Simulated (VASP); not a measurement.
**AlCo: single point with HSE06**

The system is AlCo.

```xyz
2
Lattice="2.8565 0.0000 0.0000 0.0000 2.8565 0.0000 0.0000 0.0000 2.8565" Properties=species:S:1:pos:R:3 pbc="T T T"
Co    1.4283    1.4283    1.4283
Al    0.0000    0.0000    0.0000
```

| Property | Result |
| --- | --- |
| Program | VASP 6.6.1 |
| Task | single point |
| Functional | HSE06 |
| Potentials or basis | VASP PAW PBE potentials, release 64 (Co, Al) |
| Cutoff | 520 eV |
| k mesh | 6 × 6 × 6 |
| Occupations | fermi-dirac, width 0.05 eV |
| Spin | collinear spin, ferromagnetic start |
| Starting moments | [2.0, 0.0] μB |

```yaml
Pressure: -3.6 GPa
Net_moment: 0.49 μB per cell
Site_moments: Co +0.74; Al -0.05 μB
Valence_electrons_inside_the_program's_atomic_spheres: Co 8.51; Al 0.88
```

Levels at points of the mesh, in eV from the Fermi level:
Spin up:
| k point | band 3 | band 4 | band 5 | band 6 | band 7 | band 8 | band 9 | band 10 |
| --- | --- | --- | --- | --- | --- | --- | --- | --- |
| (0.00, 0.00, 0.00) | -4.32 | -1.90 | -1.90 | -1.90 | 7.18 | 7.18 | 7.18 | 9.95 |
| (0.50, 0.00, 0.00) | -3.81 | -2.77 | -2.77 | -1.79 | -0.68 | 9.75 | 12.13 | 12.13 |
| (0.50, 0.50, 0.00) | -2.55 | -2.55 | -2.50 | -2.50 | -1.56 | 2.99 | 3.93 | 14.22 |
| (0.50, 0.50, 0.50) | -4.89 | -1.54 | -1.54 | 3.33 | 3.33 | 3.33 | 5.15 | 6.13 |
Spin down:
```csv
k point,band 2,band 3,band 4,band 5,band 6,band 7,band 8,band 9,band 10,band 11
"(0.00, 0.00, 0.00)",-2.10,-2.10,-1.29,-1.29,-1.29,6.85,6.85,6.85,10.57,10.58
"(0.50, 0.00, 0.00)",-7.23,-2.28,-2.28,-1.20,-1.17,2.73,9.34,11.87,11.87,12.93
"(0.50, 0.50, 0.00)",-2.97,-2.97,-2.51,-2.03,-2.03,2.38,4.21,4.44,13.94,17.10
"(0.50, 0.50, 0.50)",-4.71,-4.71,2.42,2.42,2.94,2.94,2.94,4.87,6.21,6.21
```

It took 42 min on 1 thread of Intel(R) Xeon(R) Platinum 8488C (Sapphire Rapids), on a shared host, peak memory 0.26 GiB.

Caveat: the k points lie up to 0.37 Å⁻¹ apart; the PAW data sets were made with another functional, which shifts forces and pressure a little.
